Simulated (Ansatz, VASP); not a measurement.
# NaCl: VASP beside Ansatz

File POSCAR:

```
NaCl
1.0
    0.0000000000      2.8167123034      2.7966897258
    2.8167123034      0.0000000000      2.7966897258
    2.8167123034      2.8167123034      0.0000000000
Na Cl
1 1
Direct
    0.0000000000      0.0000000000      0.0000000000
    0.5000000000      0.5000000000      0.5000000000
```

INCAR.step1

```
SYSTEM = NaCl
ALGO     = Normal         ! electronic algorithm
EDIFF    = 1E-4           ! SCF threshold, eV
ENCUT    = 520            ! plane-wave cutoff, eV
GGA      = PE             ! functional
ISMEAR   = 0              ! smearing method
LASPH    = .TRUE.         ! aspherical terms in the spheres
LCHARG   = .FALSE.        ! write CHGCAR
LREAL    = .FALSE.        ! projectors in reciprocal space
LWAVE    = .TRUE.         ! write WAVECAR
NBANDS   = 14             ! bands
NELM     = 100            ! most SCF steps
PREC     = Accurate       ! precision mode
SIGMA    = 0.01           ! smearing width, eV
```

Contents of INCAR.step2:

```
SYSTEM = NaCl
ALGO     = Normal         ! electronic algorithm
EDIFF    = 1E-6           ! SCF threshold, eV
ENCUT    = 520            ! plane-wave cutoff, eV
ISIF     = 2              ! what is computed and relaxed
ISMEAR   = 0              ! smearing method
ISTART   = 1            
LASPH    = .TRUE.         ! aspherical terms in the spheres
LCHARG   = .FALSE.        ! write CHGCAR
LMIXTAU  = .TRUE.       
LREAL    = .FALSE.        ! projectors in reciprocal space
LWAVE    = .FALSE.        ! write WAVECAR
METAGGA  = R2SCAN         ! meta-GGA
NBANDS   = 14             ! bands
NELM     = 100            ! most SCF steps
PREC     = Accurate       ! precision mode
SIGMA    = 0.01           ! smearing width, eV
```

Contents of KPOINTS:

```
k-points
0
G
  8 8 8
  0 0 0
```

Input for Ansatz:

```yaml
crystal:
  lattice:
    - [0.0, 2.8167123034, 2.7966897258]
    - [2.8167123034, 0.0, 2.7966897258]
    - [2.8167123034, 2.8167123034, 0.0]
  atoms:
    - { symbol: Na, position: [0.0, 0.0, 0.0] }
    - { symbol: Cl, position: [0.5, 0.5, 0.5] }
kpoints:
  mp_grid: { grid: [8, 8, 8] }
  band_path:
    path:
      - [0.0, 0.0, 0.0]
      - [0.5, 0.0, 0.5]
      - [0.625, 0.25, 0.625]
      - [0.375, 0.375, 0.75]
      - [0.5, 0.5, 0.5]
      - [0.5, 0.25, 0.75]
    npoints: 1
hamiltonian:
  xc: r2scan
scf:
  occupations: { method: fixed }
  n_extra_bands: 4
output:
  forces: true
  stress: true
  eigenvalues: true
  write_density: true
  write_potential: true
  elf: true
  volumetric_format: npy
```

Change from the starting cell: epitaxial_xy strain +0.5%.

Alike in both runs: task single point; functional r2SCAN; k mesh 8 × 8 × 8; no spin polarisation.

|  | VASP | Ansatz |
| --- | --- | --- |
| version | VASP 6.6.1 | Ansatz 0.2.0 |
| potentials or method | VASP PAW PBE potentials, release 64 (Na_pv, Cl) | plane waves, PAW |
| plane-wave cutoff (eV) | 520 | 500 |
| occupations | gaussian, width 0.01 eV | fixed |
| valence electrons in the cell | 14 | 16 |

|  | VASP | Ansatz | Ansatz less VASP |
| --- | --- | --- | --- |
| gap on the k mesh at the Fermi level (eV) | 5.96 | 5.94 | -0.023 |
| pressure (GPa) | -0.4 | -0.2 | +0.21 |
| traceless stress, the component that is largest in VASP (GPa) | 0.23 | 0.22 | -0.010 |

VASP's potentials were made for PBE, not for r2SCAN. VASP's potentials hold 14 valence electrons a cell and Ansatz's 16, so a difference there can come from the potentials and not from the codes.
